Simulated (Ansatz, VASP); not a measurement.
**Two plane-wave programs on NaCl**

The input INCAR:

```
SYSTEM = NaCl
  PREC = Accurate
  ENCUT = 520
  EDIFF = 1E-7
  ISMEAR = 0
  SIGMA = 0.01
  LREAL = .FALSE.
  LASPH = .TRUE.
  NELM = 100
  ALGO = Normal
  ISIF = 2
  LWAVE = .FALSE.
  LCHARG = .FALSE.
  GGA = PE
  NBANDS = 14
```

Contents of KPOINTS:

```
Automatic mesh
0
G
  6 6 6
  0 0 0
```

POSCAR

```
NaCl
1.0
    0.0000000000      2.8026988303      2.8026988303
    2.8026988303      0.0000000000      2.8026988303
    2.8026988303      2.8026988303      0.0000000000
Na Cl
1 1
Direct
    0.0000000000      0.0000000000      0.0000000000
    0.5000000000      0.5000000000      0.5000000000
```

Input for Ansatz:

```yaml
crystal:
  lattice:
    - [0.0, 2.8026988303, 2.8026988303]
    - [2.8026988303, 0.0, 2.8026988303]
    - [2.8026988303, 2.8026988303, 0.0]
  atoms:
    - { symbol: Na, position: [0.0, 0.0, 0.0] }
    - { symbol: Cl, position: [0.5, 0.5, 0.5] }
kpoints:
  mp_grid: { grid: [6, 6, 6] }
hamiltonian:
  xc: pbe
scf:
  occupations: { method: fixed }
  n_extra_bands: 4
output:
  forces: true
  stress: true
  eigenvalues: true
```

Alike in both runs: task single point; functional PBE; k mesh 6 × 6 × 6; no spin polarisation.

```csv
,VASP,Ansatz
version,VASP 6.6.1,Ansatz 0.2.0
potentials or method,"VASP PAW PBE potentials, release 64 (Na_pv, Cl)",plane waves
plane-wave cutoff (eV),520,420
occupations,"gaussian, width 0.01 eV",fixed
valence electrons in the cell,14,16
```

VASP gave:

```
gap on the k mesh at the Fermi level (eV) : 5.18
pressure (GPa)                            : 1.2
```

Problem. What did Ansatz give for the same quantities?

Solution. gap on the k mesh at the Fermi level (eV): 5.18; pressure (GPa): 1.3.

VASP's potentials hold 14 valence electrons a cell and Ansatz's 16, so a difference there can come from the potentials and not from the codes.
